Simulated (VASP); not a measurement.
Write the native input for VASP 6.6.1 that does the following.

```yaml
Task: single point
Functional: r2SCAN
Potentials_or_basis: VASP PAW PBE potentials, release 64 (Ta_pv)
Cutoff: 520 eV
k_mesh: 14 × 14 × 14
Occupations: fermi-dirac, width 0.1 eV
Spin: no spin polarisation
Dipole_correction: no
Further_INCAR_settings: ALGO = Normal; EDIFF = 1e-06; NBANDS = 12
```

The system is Ta.

```
Ta
1.0
    -1.65336    1.65336    1.65336
     1.65336   -1.65336    1.65336
     1.65336    1.65336   -1.65336
Ta
1
Direct
  0.00000 0.00000 0.00000
```

These files were run (other wordings do the same):

POSCAR

```
Ta
1.0
   -1.6533592789      1.6533592789      1.6533592789
    1.6533592789     -1.6533592789      1.6533592789
    1.6533592789      1.6533592789     -1.6533592789
Ta
1
Direct
    0.0000000000      0.0000000000      0.0000000000
```

INCAR.step1

```
SYSTEM = Ta
ALGO     = Normal         ! electronic algorithm
EDIFF    = 1E-4           ! SCF threshold, eV
ENCUT    = 520            ! plane-wave cutoff, eV
GGA      = PE             ! functional
ISMEAR   = -1             ! smearing method
LASPH    = .TRUE.         ! aspherical terms in the spheres
LCHARG   = .FALSE.        ! write CHGCAR
LREAL    = .FALSE.        ! projectors in reciprocal space
LWAVE    = .TRUE.         ! write WAVECAR
NBANDS   = 12             ! bands
NELM     = 80             ! most SCF steps
PREC     = Accurate       ! precision mode
SIGMA    = 0.1            ! smearing width, eV
```

INCAR.step2

```
SYSTEM = Ta
ALGO     = Normal         ! electronic algorithm
EDIFF    = 1E-6           ! SCF threshold, eV
ENCUT    = 520            ! plane-wave cutoff, eV
ISIF     = 2              ! what is computed and relaxed
ISMEAR   = -1             ! smearing method
ISTART   = 1            
LASPH    = .TRUE.         ! aspherical terms in the spheres
LCHARG   = .FALSE.        ! write CHGCAR
LMIXTAU  = .TRUE.       
LREAL    = .FALSE.        ! projectors in reciprocal space
LWAVE    = .FALSE.        ! write WAVECAR
METAGGA  = R2SCAN         ! meta-GGA
NBANDS   = 12             ! bands
NELM     = 80             ! most SCF steps
PREC     = Accurate       ! precision mode
SIGMA    = 0.1            ! smearing width, eV
```

KPOINTS

```
k-points
0
G
  14 14 14
  0 0 0
```

Potentials or basis: VASP PAW PBE potentials, release 64 (Ta_pv).

Command:

```console
$ cat potpaw_PBE.64/Ta_pv/POTCAR > POTCAR
$ cp INCAR.step1 INCAR
$ mpirun -np 1 vasp_std > vasp.out
$ cp INCAR.step2 INCAR
$ mpirun -np 1 vasp_std > vasp.out
```

It gave:

- Pressure: 0.3 GPa

Caveat: the PAW data sets were made with another functional, which shifts forces and pressure a little.

Wall time 85 s on 1 thread of Intel(R) Xeon(R) Platinum 8259CL CPU @ 2.50GHz (Skylake/Cascade Lake), on a shared host, peak memory 0.16 GiB.
